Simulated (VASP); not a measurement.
Runs of VASP 6.6.1 on Ti. The structure is that of space group Fd-3m (No. 227), or close to it. The cells are those of the table. 

| task | cell | k mesh | cutoff (eV) | gap on the mesh (eV) | pressure (GPa) |
| --- | --- | --- | --- | --- | --- |
| single point | a = 4.006 Å, angles 60.0°, 2 atoms | 11 × 11 × 11 | 520 | none | (b) |
| single point | a = 4.226 Å, angles 60.0°, 2 atoms | 11 × 11 × 11 | 520 | none | -1.7 |
| single point | a = 3.948 Å, angles 60.0°, 2 atoms | 11 × 11 × 11 | 520 | none | 4.4 |
| single point | a = 4.174 Å, angles 60.0°, 2 atoms | 11 × 11 × 11 | 520 | none | (a) |
| single point | a = 4.119 Å, angles 60.0°, 2 atoms | 10 × 10 × 10 | 520 | none | 0.0 |
| relaxation of cell and atoms | relaxed from a = 4.070 Å, angles 60.0°, 2 atoms | 10 × 10 × 10 | 600 | none | 0.0 |
| single point | a = 4.064 Å, angles 60.0°, 2 atoms | 11 × 11 × 11 | 520 | none | 1.2 |
| single point | a = 4.119 Å, angles 60.0°, 2 atoms | 15 × 15 × 15 | 520 | none | 0.0 |
| single point | a = 4.278 Å, angles 60.0°, 2 atoms | 11 × 11 × 11 | 520 | none | -2.3 |
| single point | a = 4.119 Å, angles 60.0°, 2 atoms | 11 × 11 × 11 | 520 | none | 0.0 |

Alike in all rows: level BLYP; potentials or basis VASP PAW PBE potentials, release 64 (Ti_sv); no spin polarisation; smearing fermi-dirac 0.1 eV.

Q: Fill in the values left out.

A: (a) -0.9; (b) 2.7.

Caveats: the PAW data sets were made with another functional, which shifts forces and pressure a little.

A gap of «none» marks levels without a gap at the run's occupations.
